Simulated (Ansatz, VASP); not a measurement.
## InSe in VASP and in Ansatz

```
In Se
1.0
     5.82639   -2.05465    0.00000
     5.82639    2.05465    0.00000
    -1.72323    0.00000    4.77135
In Se
2 2
Direct
  0.88820 0.88820 0.04684
  0.11180 0.11180 0.95316
  0.66093 0.66093 0.66896
  0.33907 0.33907 0.33104
```

Alike in both runs: functional LDA; k mesh 7 × 7 × 6; occupations fermi-dirac, width 0.05 eV; no spin polarisation.

|  | VASP | Ansatz |
| --- | --- | --- |
| version | VASP 6.6.1 | Ansatz 0.2.0 |
| potentials or method | VASP PAW LDA potentials, release 64 (In_d, Se), cutoff 520 eV | all-electron LAPW, scalar-relativistic |
| task | single point | band structure |

```tsv
	VASP	Ansatz	Ansatz less VASP
gap on the k mesh at the Fermi level (eV)	1.01	1.00	-0.011
least direct gap on the mesh (eV)	1.08	1.07	-0.015
pressure (GPa)	-2.7	-2.8	-0.11
traceless stress, the component that is largest in VASP (GPa)	-0.55	-0.58	-0.030
rms of the force components (eV/Å)	0.037	0.048	+0.0109
```

LDA's correlation is that of Perdew and Zunger in VASP and of Perdew and Wang (1992) in Ansatz. Atom by atom the forces differ by 0.011 eV/Å (rms over components). Ansatz ran all-electron here, and VASP with PAW potentials.
